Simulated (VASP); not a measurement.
A run of VASP 6.6.1:

Contents of INCAR:

```
SYSTEM = AlC
PREC     = Accurate       ! precision mode
ENCUT    = 520            ! plane-wave cutoff, eV
EDIFF    = 1E-6           ! SCF threshold, eV
ISMEAR   = 0              ! smearing method
SIGMA    = 0.1            ! smearing width, eV
LREAL    = .FALSE.        ! projectors in reciprocal space
LASPH    = .TRUE.         ! aspherical terms in the spheres
NELM     = 60             ! most SCF steps
ALGO     = Normal         ! electronic algorithm
ISIF     = 2              ! what is computed and relaxed
LWAVE    = .FALSE.        ! write WAVECAR
LCHARG   = .FALSE.        ! write CHGCAR
GGA      = PE             ! functional
NBANDS   = 15             ! bands
```

The input KPOINTS:

```
Automatic mesh
0
G
  18 18 10
  0 0 0
```

POSCAR

```
AlC
1.0
    2.8790516932      0.0000000000      0.0000000000
   -1.4395258466      2.4933319052      0.0000000000
    0.0000000000      0.0000000000      5.4200644405
Al C
2 2
Direct
    0.0000000000      0.0000000000      0.0000000000
    0.0000000000      0.0000000000      0.5000000000
    0.6666666667      0.3333333333      0.7500000000
    0.3333333333      0.6666666667      0.2500000000
```

Potentials or basis: VASP PAW PBE potentials, release 64 (Al, C).

Run with:

```bash
$ cat potpaw_PBE.64/Al/POTCAR potpaw_PBE.64/C/POTCAR > POTCAR
$ mpirun -np 1 vasp_std > vasp.out
```

Hardware: 1 thread of Intel(R) Xeon(R) Platinum 8488C (Sapphire Rapids) (shared host).

Question: Estimate the wall time of this run.

Answer: Wall time 86 s on 1 thread of Intel(R) Xeon(R) Platinum 8488C (Sapphire Rapids), with other jobs on the host, peak memory 0.23 GiB. Counts: scf iterations 12, k points 222.
